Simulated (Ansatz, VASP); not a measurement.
Given: the input of a run of Ansatz 0.2.0 on ZnO.

File input.yaml:

```yaml
crystal:
  lattice:
    - [0.0, 2.2119908807, 2.2119908807]
    - [2.2119908807, 0.0, 2.2119908807]
    - [2.2119908807, 2.2119908807, 0.0]
  atoms:
    - { symbol: Zn, position: [0.0, 0.0, 0.0] }
    - { symbol: O, position: [0.5, 0.5, 0.5] }
hamiltonian:
  xc: pbe
  pseudopotentials: { kind: paw }
kpoints:
  mp_grid: { grid: [11, 11, 11] }
scf:
  occupations: { method: fermi_dirac, width: 0.05 }
output:
  forces: true
  stress: true
  eigenvalues: true
```

Potentials or basis: Ansatz PAW.

Run with:

```console
$ ansatz run input.yaml --threads 1 --pin off --max-ram 2560MiB --backend cpu --events-out ev --progress --plain --runs-dir out
```

**Question.** Translate it to VASP 6.6.1. Potentials there: VASP PAW PBE potentials, release 64 (Zn, O).

**Answer.** As run (the cutoff follows the program's own potentials):

INCAR

```
ALGO = Normal ; EDIFF = 1E-6
ENCUT = 520 ; GGA = PE
ISIF = 2 ; ISMEAR = -1
LASPH = T ; LCHARG = F
LREAL = F ; LWAVE = F
NBANDS = 16 ; NELM = 60
PREC = Accurate ; SIGMA = 0.05
```

File KPOINTS:

```
k-points
0
Gamma
  11 11 11
```

Contents of POSCAR:

```
ZnO
1.0
    0.0000000000      2.2119908807      2.2119908807
    2.2119908807      0.0000000000      2.2119908807
    2.2119908807      2.2119908807      0.0000000000
Zn O
1 1
Direct
    0.0000000000      0.0000000000      0.0000000000
    0.5000000000      0.5000000000      0.5000000000
```

Potentials or basis: VASP PAW PBE potentials, release 64 (Zn, O).

Run with:

```sh
$ cat potpaw_PBE.64/Zn/POTCAR potpaw_PBE.64/O/POTCAR > POTCAR
$ mpirun -np 1 vasp_std > vasp.out
```

Both were run:

|  | VASP | Ansatz | Ansatz less VASP |
| --- | --- | --- | --- |
| gap on the k mesh at the Fermi level (eV) | 0.47 | 0.50 | +0.027 |
| least direct gap on the mesh (eV) | 1.48 | 1.50 | +0.026 |
| pressure (GPa) | -8.6 | -9.2 | -0.64 |

Noted on Ansatz's run: odd divisions of the mesh miss points on the zone boundary, where band edges often lie, so the gap on the mesh can be too wide.
